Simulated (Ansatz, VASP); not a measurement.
# Two plane-wave programs on NaH

The input INCAR:

```
PREC = Accurate
ENCUT = 520
EDIFF = 1E-6
ISMEAR = 0
SIGMA = 0.01
LREAL = F
LASPH = T
NELM = 60
ALGO = Normal
ISIF = 2
LWAVE = F
LCHARG = F
GGA = PE
NBANDS = 11
```

KPOINTS

```
Automatic mesh
0
Gamma
  8 8 8
```

POSCAR

```
NaH
1.0
    2.9350281598      0.0000000000      0.0000000000
    0.0000000000      2.9350281598      0.0000000000
    0.0000000000      0.0000000000      2.9350281598
Na H
1 1
Direct
    0.0000000000      0.0000000000      0.0000000000
    0.5000000000      0.5000000000      0.5000000000
```

Input for Ansatz:

```yaml
crystal:
  lattice:
    - [2.9350281598, 0.0, 0.0]
    - [0.0, 2.9350281598, 0.0]
    - [0.0, 0.0, 2.9350281598]
  atoms:
    - { symbol: Na, position: [0.0, 0.0, 0.0] }
    - { symbol: H, position: [0.5, 0.5, 0.5] }
kpoints:
  mp_grid: { grid: [8, 8, 8] }
hamiltonian:
  xc: pbe
scf:
  occupations: { method: fixed }
  n_extra_bands: 4
output:
  forces: true
  stress: true
  eigenvalues: true
```

Alike in both runs: task single point; functional PBE; k mesh 8 × 8 × 8; no spin polarisation.

|  | VASP | Ansatz |
| --- | --- | --- |
| version | VASP 6.6.1 | Ansatz 0.2.0 |
| potentials or method | VASP PAW PBE potentials, release 64 (Na_pv, H) | plane waves, PAW |
| plane-wave cutoff (eV) | 520 | 420 |
| occupations | gaussian, width 0.01 eV | fixed |
| valence electrons in the cell | 8 | 10 |

```csv
,VASP,Ansatz,Ansatz less VASP
gap on the k mesh at the Fermi level (eV),1.03,1.03,+0.002
pressure (GPa),0.7,0.7,+0.07
```

VASP's potentials hold 8 valence electrons a cell and Ansatz's 10, so a difference there can come from the potentials and not from the codes.
